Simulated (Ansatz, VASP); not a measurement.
## Two plane-wave programs on PbSe

INCAR

```
SYSTEM = PbSe
PREC = Accurate
ENCUT = 520
EDIFF = 1E-8
ISMEAR = -1
SIGMA = 0.01
LREAL = .False.
LASPH = .True.
NELM = 60
ALGO = Normal
ISIF = 2
LWAVE = .False.
LCHARG = .False.
GGA = PE
LEFG = .True.
NBANDS = 17
```

File KPOINTS:

```
Automatic mesh
0
Gamma
  9 9 9
  0 0 0
```

File POSCAR:

```
PbSe
1.0
    0.0000000000      3.0207645214      3.0207645214
    3.0207645214      0.0000000000      3.0207645214
    3.0207645214      3.0207645214      0.0000000000
Pb Se
1 1
Direct
    0.0000000000      0.0000000000      0.0000000000
    0.5000000000      0.5000000000      0.5000000000
```

Input for Ansatz:

```yaml
crystal:
  lattice:
    - [0.0, 3.0207645214, 3.0207645214]
    - [3.0207645214, 0.0, 3.0207645214]
    - [3.0207645214, 3.0207645214, 0.0]
  atoms:
    - { symbol: Pb, position: [0.0, 0.0, 0.0] }
    - { symbol: Se, position: [0.5, 0.5, 0.5] }
kpoints:
  mp_grid: { grid: [9, 9, 9] }
scf:
  occupations: { method: fermi_dirac, width: 0.01 }
hamiltonian:
  xc: pbe
  pseudopotentials: { kind: paw }
output:
  forces: true
  stress: true
  eigenvalues: true
  efg: { contact_densities: true }
```

Change from the starting cell: volume scaled by 0.96, PAW files.

Alike in both runs: task electric field gradients; functional PBE; k mesh 9 × 9 × 9; occupations fermi-dirac, width 0.01 eV; no spin polarisation.

```csv
,VASP,Ansatz
version,VASP 6.6.1,Ansatz 0.2.0
potentials or method,"VASP PAW PBE potentials, release 64 (Pb_d, Se)","PAW with Ansatz's default frozen-core files, scalar-relativistic"
plane-wave cutoff (eV),520,420
valence electrons in the cell,20,30
```

|  | VASP | Ansatz | Ansatz less VASP |
| --- | --- | --- | --- |
| pressure (GPa) | 4.8 | 4.8 | +0.01 |

The functional is the same, so the differences come from potentials, cutoffs and numerics. VASP's potentials hold 20 valence electrons a cell and Ansatz's 30, so a difference there can come from the potentials and not from the codes.

Neither program's run includes spin-orbit coupling.
